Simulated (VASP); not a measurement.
# GaAs in VASP: a series of runs

GaAs is run at these levels: LDA; tasks: single point.

All numbers are computed with VASP 6.6.1; they aren't measurements. Logs are shortened: lines on timing, memory, paths and dates and some standing lists are left out, and cuts for length are marked.

### Step 1. The cell of the first run

The cell holds a slab with vacuum, 6 atoms: a = 3.962 Å, b = 5.603 Å, c = 19.962 Å, α = 90.00°, β = 90.00°, γ = 90.00°.

### Step 2. Single point, LDA

File INCAR:

```
ALGO = Normal
DIPOL = 0.5 0.5 0.500
EDIFF = 1E-6
ENCUT = 520
IDIPOL = 3
ISIF = 2
ISMEAR = -1
LASPH = T
LCHARG = F
LDIPOL = T
LREAL = F
LWAVE = F
NBANDS = 36
NELM = 80
PREC = Accurate
SIGMA = 0.02
```

File KPOINTS:

```
k-points
0
Gamma
  7 5 1
```

File POSCAR:

```
GaAs
1.0
    3.9619516307      0.0000000000      0.0000000000
    0.0000000000      5.6030457296      0.0000000000
    0.0000000000      0.0000000000     19.9620000000
Ga As
3 3
Direct
    0.2500000000      0.0875717740      0.4194812348
    0.7500000000      0.6726474701      0.4999953052
    0.2500000000      0.0875806441      0.5805270258
    0.7500000000      0.8697087613      0.3890043635
    0.2500000000      0.4127810378      0.5000029257
    0.7500000000      0.8697103127      0.6109891450
```

Potentials or basis: VASP PAW LDA potentials, release 64 (Ga_d, As).

Started as:

```console
$ cat potpaw_LDA.64/Ga_d/POTCAR potpaw_LDA.64/As/POTCAR > POTCAR
$ mpirun -np 1 vasp_std > vasp.out
```

OUTCAR:

```text
EDIFF = 1E-6
   ENCUT = 520
   ISIF = 2
   ISMEAR = -1
   LASPH = T
   LREAL = F
   NELM = 80
   PREC = Accurate

 ion  position               nearest neighbor table
   1  0.250  0.088  0.419-   4 2.41   4 2.41   5 2.43
   2  0.750  0.673  0.500-   5 2.46   5 2.46   4 2.48   6 2.48
   3  0.250  0.088  0.581-   6 2.41   6 2.41   5 2.43
   4  0.750  0.870  0.389-   1 2.41   1 2.41   2 2.48
   5  0.250  0.413  0.500-   3 2.43   1 2.43   2 2.46   2 2.46
   6  0.750  0.870  0.611-   3 2.41   3 2.41   2 2.48

  LATTYP: Found a simple orthorhombic cell.
 ALAT       =     3.9619516307
 B/A-ratio  =     1.4142135624
 C/A-ratio  =     5.0384259730

  Lattice vectors:

 A1 = (   3.9619516307,   0.0000000000,   0.0000000000)
 A2 = (   0.0000000000,   5.6030457296,   0.0000000000)
 A3 = (   0.0000000000,   0.0000000000,  19.9620000000)

Analysis of symmetry for initial positions (statically):
=====================================================================
 Subroutine PRICEL returns:
 Original cell was already a primitive cell.

 Routine SETGRP: Setting up the symmetry group for a
 simple orthorhombic supercell.

 Subroutine GETGRP returns: Found  2 space group operations
 (whereof  1 operations were pure point group operations)
 out of a pool of  8 trial point group operations.

The static configuration has the point symmetry C_1 .
 The point group associated with its full space group is C_1h.

Analysis of symmetry for dynamics (positions and initial velocities):
=====================================================================
 Subroutine PRICEL returns:
 Original cell was already a primitive cell.

 Routine SETGRP: Setting up the symmetry group for a
 simple orthorhombic supercell.

 Subroutine GETGRP returns: Found  2 space group operations
 (whereof  1 operations were pure point group operations)
 out of a pool of  8 trial point group operations.

The dynamic configuration has the point symmetry C_1 .
 The point group associated with its full space group is C_1h.

 Subroutine INISYM returns: Found  2 space group operations
 (whereof  1 operations are pure point group operations),
 and found     1 'primitive' translations

----------------------------------------------------------------------------------------

                                     Primitive cell

  volume of cell :     443.1364

  direct lattice vectors                    reciprocal lattice vectors
     3.961951631  0.000000000  0.000000000     0.252400860  0.000000000  0.000000000
     0.000000000  5.603045730  0.000000000     0.000000000  0.178474360  0.000000000
     0.000000000  0.000000000 19.962000000     0.000000000  0.000000000  0.050095181

  length of vectors
     3.961951631  5.603045730 19.962000000     0.252400860  0.178474360  0.050095181

  position of ions in fractional coordinates (direct lattice)
     0.250000000  0.087571774  0.419481235
     0.750000000  0.672647470  0.499995305
     0.250000000  0.087580644  0.580527026
     0.750000000  0.869708761  0.389004363
     0.250000000  0.412781038  0.500002926
     0.750000000  0.869710313  0.610989145

  ion indices of the primitive-cell ions
   primitive index   ion index
                 1           1
                 2           2
                 3           3
                 4           4
                 5           5
                 6           6

----------------------------------------------------------------------------------------

 KPOINTS: k-points

Automatic generation of k-mesh.
 Grid dimensions read from file:
 generate k-points for:    7    5    1

 Generating k-lattice:

  Cartesian coordinates                     Fractional coordinates (reciprocal lattice)
     0.036057266  0.000000000  0.000000000     0.142857143  0.000000000  0.000000000
     0.000000000  0.035694872  0.000000000     0.000000000  0.200000000  0.000000000
     0.000000000  0.000000000  0.050095181     0.000000000  0.000000000  1.000000000

  Length of vectors
     0.036057266  0.035694872  0.050095181

  Shift w.r.t. Gamma in fractional coordinates (k-lattice)
     0.000000000  0.000000000  0.000000000

 Subroutine IBZKPT returns following result:
 ===========================================

 Found     12 irreducible k-points:

 Following reciprocal coordinates:
            Coordinates               Weight
  0.000000  0.000000  0.000000      1.000000
  0.142857  0.000000  0.000000      2.000000
  0.285714  0.000000  0.000000      2.000000
  0.428571  0.000000  0.000000      2.000000
  0.000000  0.200000  0.000000      2.000000
  0.142857  0.200000  0.000000      4.000000
  0.285714  0.200000  0.000000      4.000000
  0.428571  0.200000  0.000000      4.000000
  0.000000  0.400000  0.000000      2.000000
  0.142857  0.400000  0.000000      4.000000
  0.285714  0.400000  0.000000      4.000000
  0.428571  0.400000  0.000000      4.000000
   k-points           NKPTS =     12   k-points in BZ     NKDIM =     12   number of bands    NBANDS=     36
   number of dos      NEDOS =    301   number of ions     NIONS =      6
   total plane-waves  NPLWV = 189000
   dimension x,y,z NGX =    30 NGY =   42 NGZ =  150
   dimension x,y,z NGXF=    60 NGYF=   84 NGZF=  300
   ions per type =               3   3
   NGX,Y,Z   is equivalent  to a cutoff of  12.59, 12.46, 12.49 a.u.
   NGXF,Y,Z  is equivalent  to a cutoff of  25.18, 24.92, 24.98 a.u.
 SYSTEM =  unknown system
   PREC   = accura    normal or accurate (medium, high low for compatibility)
   ISTART =      0    job   : 0-new  1-cont  2-samecut
   ICHARG =      2    charge: 1-file 2-atom 10-const
   ISPIN  =      1    spin polarized calculation?
   LNONCOLLINEAR =      F non collinear calculations
   LSORBIT =      F    spin-orbit coupling
   LASPH  =      T    aspherical Exc in radial PAW
   ENCUT  =  520.0 eV  38.22 Ry    6.18 a.u.   7.37 10.42 37.12*2*pi/ulx,y,z
   NELM   =     80;   NELMIN=  2; NELMDL= -5     # of ELM steps
   EDIFF  = 0.1E-05   stopping-criterion for ELM
   LREAL  =      F    real-space projection
   EDIFFG = 0.1E-04   stopping-criterion for IOM
   NSW    =      0    number of steps for IOM
   IBRION =     -1    ionic relax: 0-MD 1-quasi-New 2-CG
   NFREE  =      0    steps in history (QN), initial steepest desc. (CG)
   ISIF   =      2    stress and relaxation
   ISYM   =      2    0-nonsym 1-usesym 2-fastsym
   POTIM  = 0.5000    time-step for ionic-motion
   TEBEG  =    0.0;   TEEND  =   0.0 temperature during run
   PSTRESS=    0.0 pullay stress
   NELECT =      54.0000    total number of electrons
   NUPDOWN=      -1.0000    fix difference up-down
   EMIN   =  10.00;   EMAX   =-10.00  energy-range for DOS
   EFERMI =   0.00;   METHOD = LEGACY
   ISMEAR =    -1;   SIGMA  =   0.02  broadening in eV -4-tet -1-fermi 0-gaus
   EFERMI_NEDOS =   21; number of points for ismear=-14 and -15
   IALGO  =     38    algorithm
   IMIX   =      4    mixing-type and parameters
     AMIX     =   0.40;   BMIX     =  1.00
     AMIX_MAG =   1.60;   BMIX_MAG =  1.00
  volume/ion in A,a.u.               =      73.86       498.41
  Fermi-wavevector in a.u.,A,eV,Ry     =   0.811634  1.533766  8.962837  0.658750
  Thomas-Fermi vector in A             =   1.921030
   LORBIT       =      0    0 simple, 1 ext, 2 COOP (PROOUT), +10 PAW based schemes
   GGA     = CA    functional components
   LHFCALC =     F    Hartree Fock is set to
   AEXX    =    0.0000 exact exchange contribution
   IVDW    =     0    specifies the selected vdW correction
   LEPSILON=     F    determine dielectric tensor
   LRPA    =     F    only Hartree local field effects (RPA)
 non-spin polarized calculation
  energy-cutoff  :      520.00
  volume of cell :      443.14
 maximum number of plane-waves:     11997
 NGX is ok and might be reduce to    30
   NGX = 15   NGY = 21   NGZ = 75

 dipolmoment           0.000000      0.000000      0.000010 electrons x Angstroem

 number of electron      53.9999988 magnetization

 dipolmoment           0.000000      0.000000     -0.000004 electrons x Angstroem

 Free energy of the ion-electron system (eV)
  ---------------------------------------------------
  ext. energy  EPLUGINS =         0.00000000
  ---------------------------------------------------
  free energy    TOTEN  =       -26.57773412 eV

  energy without entropy =      -26.57766497  energy(sigma->0) =      -26.57769954

 E-fermi :  -2.3624     XC(G=0):  -3.7555

 val. band max:       -2.4705032717   @ k =   0.0000   0.0000   0.0000
 cond. band min:      -2.2404492193   @ k =   0.4286   0.0000   0.0000
 fundamental gap:      0.2300540524
 Fermi energy:        -2.3624302275

 k-point     1 :       0.0000    0.0000    0.0000
  band No.  band energies     occupation
      1     -17.5237      2.00000
      2     -17.4777      2.00000
      3     -17.4694      2.00000
      4     -17.3887      2.00000
      5     -17.3782      2.00000
      6     -17.3775      2.00000
[... 28 lines left out ...]
     35       2.1810      0.00000
     36       2.5662      0.00000

 k-point     2 :       0.1429    0.0000    0.0000
  band No.  band energies     occupation
      1     -17.5223      2.00000
      2     -17.4729      2.00000
      3     -17.4678      2.00000
      4     -17.3895      2.00000
      5     -17.3836      2.00000
      6     -17.3752      2.00000
[... 28 lines left out ...]
     35       2.1586      0.00000
     36       2.7548      0.00000

 k-point     3 :       0.2857    0.0000    0.0000
  band No.  band energies     occupation
      1     -17.5208      2.00000
      2     -17.4621      2.00000
      3     -17.4617      2.00000
      4     -17.3993      2.00000
      5     -17.3978      2.00000
      6     -17.3835      2.00000
[... 28 lines left out ...]
     35       3.0400      0.00000
     36       3.2854      0.00000
[... 274 lines left out ...]
 k-point    11 :       0.2857    0.4000    0.0000
  band No.  band energies     occupation
      1     -17.5194      2.00000
      2     -17.4626      2.00000
      3     -17.4605      2.00000
      4     -17.3985      2.00000
      5     -17.3973      2.00000
      6     -17.3817      2.00000
[... 28 lines left out ...]
     35       3.1115      0.00000
     36       3.5567      0.00000

 k-point    12 :       0.4286    0.4000    0.0000
  band No.  band energies     occupation
      1     -17.5122      2.00000
      2     -17.4537      2.00000
      3     -17.4504      2.00000
      4     -17.4150      2.00000
      5     -17.4141      2.00000
      6     -17.3833      2.00000
[... 28 lines left out ...]
     35       3.0103      0.00000
     36       3.4507      0.00000

------------------------ aborting loop because EDIFF is reached ----------------------------------------

 vacuum level on the upper side and lower side of the slab       (xc-potential included)        -0.097        -0.097

  FORCE on cell =-STRESS in cart. coord.  units (eV):
  Direction    XX          YY          ZZ          XY          YZ          ZX
  --------------------------------------------------------------------------------------
  -------------------------------------------------------------------------------------
  Total       -2.3321338     -1.7520735      0.2121029      0.0000000     -0.0007286      0.0000000
  in kB       -8.4319236     -6.3346921      0.7668667      0.0000000     -0.0026342      0.0000000
  external PRESSURE =      -4.6665830 kB  Pullay stress =       0.0000000 kB

 VOLUME and BASIS-vectors are now :
 -----------------------------------------------------------------------------
  energy-cutoff  :      520.00
  volume of cell :      443.14
      direct lattice vectors                 reciprocal lattice vectors
     3.961951631  0.000000000  0.000000000     0.252400860  0.000000000  0.000000000
     0.000000000  5.603045730  0.000000000     0.000000000  0.178474360  0.000000000
     0.000000000  0.000000000 19.962000000     0.000000000  0.000000000  0.050095181

 POSITION                                       TOTAL-FORCE (eV/Angst)
 -----------------------------------------------------------------------------------
      0.99049      0.49067      8.37368         0.000000      0.011675     -0.004758
      2.97146      3.76887      9.98091         0.000000     -0.001980      0.000175
      0.99049      0.49072     11.58848         0.000000      0.011978      0.004167
      2.97146      4.87302      7.76531         0.000000     -0.021097     -0.043598
      0.99049      2.31283      9.98106         0.000000      0.021026      0.000042
      2.97146      4.87303     12.19657         0.000000     -0.021603      0.043971
 -----------------------------------------------------------------------------------
    total drift:                                0.000000     -0.000126     -0.000019

  FREE ENERGIE OF THE ION-ELECTRON SYSTEM (eV)
  ---------------------------------------------------
  free  energy   TOTEN  =       -26.5777341168 eV

  energy  without entropy=      -26.5776649658  energy(sigma->0) =      -26.57769954

 vacuum level on the upper side and lower side of the slab         2.640         2.641
```

It took 8.9 min on 1 thread of Intel Xeon 8259CL, shared host; peak memory 0.43 GiB.

Results:

```yaml
Free_energy: -26.5777 eV
Largest_force: 0.049 eV/Å
Band_gap_on_the_k_mesh: 0.23 eV (least direct gap 0.93 eV)
```

Forces on the atoms (eV/Å):
```
Ga   0.000  0.012 -0.005
Ga   0.000 -0.002  0.000
Ga   0.000  0.012  0.004
As   0.000 -0.021 -0.044
As   0.000  0.021  0.000
As   0.000 -0.022  0.044
```

[end of part 1 of 2]
